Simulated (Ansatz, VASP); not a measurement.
**Two plane-wave programs on WS2**

```
W S
1.0
     3.18162    0.00000    0.00000
    -1.59081    2.75536    0.00000
     0.00000    0.00000   13.06738
W S
2 4
Cartesian
  0.0000 1.8369 3.2668
  1.5908 0.9185 9.8005
  0.0000 1.8369 8.2410
  1.5908 0.9185 1.7074
  0.0000 1.8369 11.3600
  1.5908 0.9185 4.8263
```

Alike in both runs: task single point; functional r2SCAN; k mesh 12 × 12 × 2; occupations gaussian, width 0.02 eV; no spin polarisation.

|  | VASP | Ansatz |
| --- | --- | --- |
| version | VASP 6.6.1 | Ansatz 0.2.0 |
| potentials or method | VASP PAW PBE potentials, release 64 (W_sv, S), cutoff 520 eV | scalar-relativistic, plane waves, PAW |
| valence electrons in the cell | 52 | 52 |

Ansatz gave:

- gap on the k mesh at the Fermi level (eV): 1.37
- least direct gap on the mesh (eV): 1.88
- pressure (GPa): 0.0
- traceless stress, the component that is largest in VASP (GPa): 0.00
- rms of the force components (eV/Å): 0.000

Problem. Estimate VASP's values.

Solution. gap on the k mesh at the Fermi level (eV): 1.38; least direct gap on the mesh (eV): 1.88; pressure (GPa): 0.2; traceless stress, the component that is largest in VASP (GPa): -0.05; rms of the force components (eV/Å): 0.010.

VASP's potentials were made for PBE, not for r2SCAN. Atom by atom the forces differ by 0.010 eV/Å (rms over components). The functional is the same, so the differences come from potentials, cutoffs and numerics.

Spin-orbit coupling is off throughout.
